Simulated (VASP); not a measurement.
Crystal: CoSi2.

```
Co Si
1.0
     0.00000    2.67800    2.67800
     2.67800    0.00000    2.67800
     2.67800    2.67800    0.00000
Co Si
1 2
Direct
  0.00000 0.00000 0.00000
  0.25000 0.25000 0.25000
  0.75000 0.75000 0.75000
```

Base run:

```yaml
Program: VASP 6.6.1
Functional: PBE
Potentials_or_basis: VASP PAW PBE potentials, release 64 (Co, Si)
Cutoff: 520 eV
k_mesh: 10 × 10 × 10
Occupations: fermi-dirac, width 0.1 eV
Spin: collinear spin, ferromagnetic start
Starting_moments: "[0.9, 0.0, 0.0] μB"
Fixed_moment: 0.9 μB
```

Its results: pressure 3.6 GPa; site moments Co +0.56; Si +0.07 μB.

The run is repeated on the same cell with these changes: fixed moment from 0.9 μB to 1.8 μB; moments at the start from [0.9, 0.0, 0.0] to [1.8, 0.0, 0.0]. What comes out?

Pressure 12.8 GPa; site moments Co +1.14; Si +0.14 μB.

Caveats: the cell stands under pressure; the total moment is fixed, so each spin has its own Fermi level.
